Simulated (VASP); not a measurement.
# AlNi3 in VASP: further runs, part 2 of 3

VASP 6.6.1.

## (3) Single point, PBE, collinear spin, ferromagnetic start (10.32 Å³/atom)

This run uses another cell than the first one, of 10.32 Å³/atom.

Input file INCAR:

```
SYSTEM = AlNi3
PREC = Accurate
ENCUT = 520
EDIFF = 1E-7
ISMEAR = 0
SIGMA = 0.1
LREAL = .False.
LASPH = .True.
NELM = 150
ALGO = Normal
ISIF = 2
LWAVE = .False.
LCHARG = .True.
ISPIN = 2
MAGMOM = 0 0.3 0.3 0.3
LORBIT = 11
LMAXMIX = 4
GGA = PE
LELF = .True.
LVHAR = .True.
NBANDS = 28
```

Input file KPOINTS:

```
regular mesh
0
Gamma
  12 12 12
  0 0 0
```

Input file POSCAR:

```
AlNi3
1.0
    3.4562977086      0.0000000000      0.0000000000
    0.0000000000      3.4562977086      0.0000000000
    0.0000000000      0.0000000000      3.4562977086
Al Ni
1 3
Direct
    0.0000000000      0.0000000000      0.0000000000
    0.0000000000      0.5000000000      0.5000000000
    0.5000000000      0.0000000000      0.5000000000
    0.5000000000      0.5000000000      0.0000000000
```

Potentials or basis: VASP PAW PBE potentials, release 64 (Al, Ni).

Run with:

```
cat potpaw_PBE.64/Al/POTCAR potpaw_PBE.64/Ni/POTCAR > POTCAR
mpirun -np 1 vasp_std > vasp.out
```

OUTCAR:

```text
SYSTEM = AlNi3
   PREC = Accurate
   ENCUT = 520
   EDIFF = 1E-7
   ISMEAR = 0
   LREAL = .False.
   LASPH = .True.
   NELM = 150
   ISIF = 2
   ISPIN = 2
   LORBIT = 11
   GGA = PE

 ion  position               nearest neighbor table
   1  0.000  0.000  0.000-   2 2.44   3 2.44   4 2.44   2 2.44   3 2.44   2 2.44   4 2.44   2 2.44
                             3 2.44   4 2.44   3 2.44   4 2.44
   2  0.000  0.500  0.500-   1 2.44   3 2.44   4 2.44   1 2.44   4 2.44   1 2.44   3 2.44   1 2.44
                             3 2.44   4 2.44   4 2.44   3 2.44
   3  0.500  0.000  0.500-   1 2.44   2 2.44   4 2.44   1 2.44   4 2.44   2 2.44   4 2.44   4 2.44
                             1 2.44   2 2.44   1 2.44   2 2.44
   4  0.500  0.500  0.000-   1 2.44   2 2.44   3 2.44   2 2.44   3 2.44   1 2.44   3 2.44   3 2.44
                             1 2.44   2 2.44   2 2.44   1 2.44

  LATTYP: Found a simple cubic cell.
 ALAT       =     3.4562977086

  Lattice vectors:

 A1 = (   3.4562977086,   0.0000000000,   0.0000000000)
 A2 = (   0.0000000000,   3.4562977086,   0.0000000000)
 A3 = (   0.0000000000,   0.0000000000,   3.4562977086)

Analysis of symmetry for initial positions (statically):
=====================================================================
 Subroutine PRICEL returns:
 Original cell was already a primitive cell.

 Routine SETGRP: Setting up the symmetry group for a
 simple cubic supercell.

 Subroutine GETGRP returns: Found 48 space group operations
 (whereof 48 operations were pure point group operations)
 out of a pool of 48 trial point group operations.

The static configuration has the point symmetry O_h .

Analysis of symmetry for dynamics (positions and initial velocities):
=====================================================================
 Subroutine PRICEL returns:
 Original cell was already a primitive cell.

 Routine SETGRP: Setting up the symmetry group for a
 simple cubic supercell.

 Subroutine GETGRP returns: Found 48 space group operations
 (whereof 48 operations were pure point group operations)
 out of a pool of 48 trial point group operations.

The dynamic configuration has the point symmetry O_h .

Analysis of structural, dynamic, and magnetic symmetry:
=====================================================================
 Subroutine PRICEL returns:
 Original cell was already a primitive cell.

 Routine SETGRP: Setting up the symmetry group for a
 simple cubic supercell.

 Subroutine GETGRP returns: Found 48 space group operations
 (whereof 48 operations were pure point group operations)
 out of a pool of 48 trial point group operations.

The overall configuration has the point symmetry O_h .

 Subroutine INISYM returns: Found 48 space group operations
 (whereof 48 operations are pure point group operations),
 and found     1 'primitive' translations

----------------------------------------------------------------------------------------

                                     Primitive cell

  volume of cell :      41.2889

  direct lattice vectors                    reciprocal lattice vectors
     3.456297709  0.000000000  0.000000000     0.289326928  0.000000000  0.000000000
     0.000000000  3.456297709  0.000000000     0.000000000  0.289326928  0.000000000
     0.000000000  0.000000000  3.456297709     0.000000000  0.000000000  0.289326928

  length of vectors
     3.456297709  3.456297709  3.456297709     0.289326928  0.289326928  0.289326928

  position of ions in fractional coordinates (direct lattice)
[... 81 lines left out ...]
   ENCUT  =  520.0 eV  38.22 Ry    6.18 a.u.   6.43  6.43  6.43*2*pi/ulx,y,z
   NELM   =    150;   NELMIN=  2; NELMDL= -5     # of ELM steps
   EDIFF  = 0.1E-06   stopping-criterion for ELM
   LREAL  =      F    real-space projection
   EDIFFG = 0.1E-05   stopping-criterion for IOM
   NSW    =      0    number of steps for IOM
   IBRION =     -1    ionic relax: 0-MD 1-quasi-New 2-CG
   NFREE  =      0    steps in history (QN), initial steepest desc. (CG)
   ISIF   =      2    stress and relaxation
   ISYM   =      2    0-nonsym 1-usesym 2-fastsym
   POTIM  = 0.5000    time-step for ionic-motion
   TEBEG  =    0.0;   TEEND  =   0.0 temperature during run
   PSTRESS=    0.0 pullay stress
   NELECT =      33.0000    total number of electrons
   NUPDOWN=      -1.0000    fix difference up-down
   EMIN   =  10.00;   EMAX   =-10.00  energy-range for DOS
   EFERMI =   0.00;   METHOD = LEGACY
   ISMEAR =     0;   SIGMA  =   0.10  broadening in eV -4-tet -1-fermi 0-gaus
   EFERMI_NEDOS =   21; number of points for ismear=-14 and -15
   IALGO  =     38    algorithm
   IMIX   =      4    mixing-type and parameters
     AMIX     =   0.40;   BMIX     =  1.00
     AMIX_MAG =   1.60;   BMIX_MAG =  1.00
  volume/ion in A,a.u.               =      10.32        69.66
  Fermi-wavevector in a.u.,A,eV,Ry     =   1.519270  2.871004 31.404719  2.308182
  Thomas-Fermi vector in A             =   2.628279
   LORBIT       =     11    0 simple, 1 ext, 2 COOP (PROOUT), +10 PAW based schemes
   GGA     = PE    functional components
   LHFCALC =     F    Hartree Fock is set to
   AEXX    =    0.0000 exact exchange contribution
   IVDW    =     0    specifies the selected vdW correction
   LEPSILON=     F    determine dielectric tensor
   LRPA    =     F    only Hartree local field effects (RPA)
 spin polarized calculation
 Gauss-broadening in eV      SIGMA  =   0.10
  energy-cutoff  :      520.00
  volume of cell :       41.29
 maximum number of plane-waves:      1141
 NGX is ok and might be reduce to    28
   NGX = 13   NGY = 13   NGZ = 13

 number of electron      32.9999970 magnetization       0.6511476

 Free energy of the ion-electron system (eV)
  ---------------------------------------------------
  ext. energy  EPLUGINS =         0.00000000
  ---------------------------------------------------
  free energy    TOTEN  =       -21.65856604 eV

  energy without entropy =      -21.64256096  energy(sigma->0) =      -21.65056350

 E-fermi :  10.7550     XC(G=0): -13.1686

 val. band max:       10.7522443212   @ k =   0.3333   0.3333   0.1667
 cond. band min:      10.7596135850   @ k =   0.0000   0.0000   0.0000
 fundamental gap:      0.0073692637
 Fermi energy:        10.7549672507

 spin component 1

 k-point     1 :       0.0000    0.0000    0.0000
  band No.  band energies     occupation
      1       0.1793      1.00000
      2       5.9235      1.00000
      3       6.6560      1.00000
      4       6.6560      1.00000
      5       7.0551      1.00000
      6       7.0551      1.00000
[... 733 lines left out ...]
     27      24.8844      0.00000
     28      25.3358      0.00000

 [... further k-points ...]

 spin component 2

 k-point     1 :       0.0000    0.0000    0.0000
  band No.  band energies     occupation
      1       0.1533      1.00000
      2       5.9922      1.00000
      3       6.7921      1.00000
      4       6.7921      1.00000
      5       7.3155      1.00000
      6       7.3155      1.00000
[... 733 lines left out ...]
     27      24.8640      0.00000
     28      25.3512      0.00000

 [... further k-points ...]
[... 5 lines left out ...]
  --------------------------------------------------------------------------------------
  -------------------------------------------------------------------------------------
  Total        5.4439856      5.4439856      5.4439856     -0.0000000     -0.0000000     -0.0000000
  in kB      211.2487355    211.2487355    211.2487355     -0.0000000     -0.0000000     -0.0000000
  external PRESSURE =     211.2487355 kB  Pullay stress =       0.0000000 kB

 VOLUME and BASIS-vectors are now :
 -----------------------------------------------------------------------------
  energy-cutoff  :      520.00
  volume of cell :       41.29
      direct lattice vectors                 reciprocal lattice vectors
     3.456297709  0.000000000  0.000000000     0.289326928  0.000000000  0.000000000
     0.000000000  3.456297709  0.000000000     0.000000000  0.289326928  0.000000000
     0.000000000  0.000000000  3.456297709     0.000000000  0.000000000  0.289326928

 POSITION                                       TOTAL-FORCE (eV/Angst)
 -----------------------------------------------------------------------------------
      0.00000      0.00000      0.00000         0.000000      0.000000      0.000000
      0.00000      1.72815      1.72815         0.000000      0.000000      0.000000
      1.72815      0.00000      1.72815         0.000000      0.000000      0.000000
      1.72815      1.72815      0.00000         0.000000      0.000000      0.000000
 -----------------------------------------------------------------------------------
    total drift:                                0.000000      0.000000      0.000000

  FREE ENERGIE OF THE ION-ELECTRON SYSTEM (eV)
  ---------------------------------------------------
  free  energy   TOTEN  =       -21.6585660389 eV

  energy  without entropy=      -21.6425609583  energy(sigma->0) =      -21.65056350

 total charge

# of ion       s       p       d       tot
------------------------------------------
    1        0.420   0.432   0.000   0.852
    2        0.534   0.602   8.428   9.564
    3        0.534   0.602   8.428   9.564
    4        0.534   0.602   8.428   9.564
--------------------------------------------------
tot          2.022   2.239  25.283  29.544

 magnetization (x)

# of ion       s       p       d       tot
------------------------------------------
    1       -0.001  -0.008   0.000  -0.008
    2       -0.003  -0.010   0.242   0.229
    3       -0.003  -0.010   0.242   0.229
    4       -0.003  -0.010   0.242   0.229
--------------------------------------------------
tot         -0.009  -0.037   0.725   0.679
```

OSZICAR:

```text
N       E                     dE             d eps       ncg     rms          rms(c)
DAV:   1     0.198386771414E+03    0.19839E+03   -0.13691E+04  9696   0.154E+03
DAV:   2    -0.130290595286E+02   -0.21142E+03   -0.19562E+03  9440   0.299E+02
DAV:   3    -0.257696740709E+02   -0.12741E+02   -0.11890E+02 10416   0.909E+01
[... 12 lines left out ...]
DAV:  16    -0.216585539580E+02   -0.29075E-03   -0.23056E-04 11560   0.324E-01    0.339E-02
DAV:  17    -0.216584831633E+02    0.70795E-04   -0.14964E-04 11764   0.230E-01    0.856E-02
DAV:  18    -0.216585586927E+02   -0.75529E-04   -0.39646E-05 11544   0.133E-01    0.245E-02
DAV:  19    -0.216585658219E+02   -0.71292E-05   -0.90278E-06 11932   0.488E-02    0.237E-03
DAV:  20    -0.216585659441E+02   -0.12216E-06   -0.98716E-07  9756   0.105E-02    0.359E-03
DAV:  21    -0.216585660389E+02   -0.94773E-07   -0.47141E-08  5232   0.439E-03
   1 F= -.21658566E+02 E0= -.21650563E+02  d E =-.160051E-01  mag=     0.6506
```

Run time: 8 min. Hardware: 1 thread of Intel Xeon 8259CL, shared host; peak memory 0.27 GiB.

What came out:

* Free energy: -21.6586 eV
* Pressure: 21.1 GPa
* Net moment: 0.65 μB per cell
* Site moments: Al -0.01; Ni +0.23 μB
* Valence electrons inside the program's atomic spheres: Al 0.85; Ni 9.56

Caveat: the cell stands under pressure.

(Part 2 of 3 ends here.)
